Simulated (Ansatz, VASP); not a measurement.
One calculation of LaAg, two programs

```
La Ag
1.0
     3.70918    0.00000    0.00000
     0.00000    3.70918    0.00000
     0.00000    0.00000    3.70918
La Ag
1 1
Direct
  0.50000 0.50000 0.50000
  0.00000 0.00000 0.00000
```

Change from the starting cell: volume scaled by 0.96, crystal datasets.

Alike in both runs: task electric field gradients; functional PBEsol; k mesh 9 × 9 × 9; occupations fermi-dirac, width 0.08 eV; no spin polarisation.

|  | VASP | Ansatz |
| --- | --- | --- |
| version | VASP 6.6.1 | Ansatz 0.2.0 |
| potentials or method | VASP PAW PBE potentials, release 64 (La, Ag), cutoff 520 eV | all-electron PAW with datasets made for the crystal, scalar-relativistic |

|  | VASP | Ansatz | Ansatz less VASP |
| --- | --- | --- | --- |
| pressure (GPa) | 2.2 | 2.3 | +0.11 |

VASP's potentials were made for PBE, not for PBEsol. Ansatz ran all-electron here, and VASP with PAW potentials.

Spin-orbit coupling is off throughout.
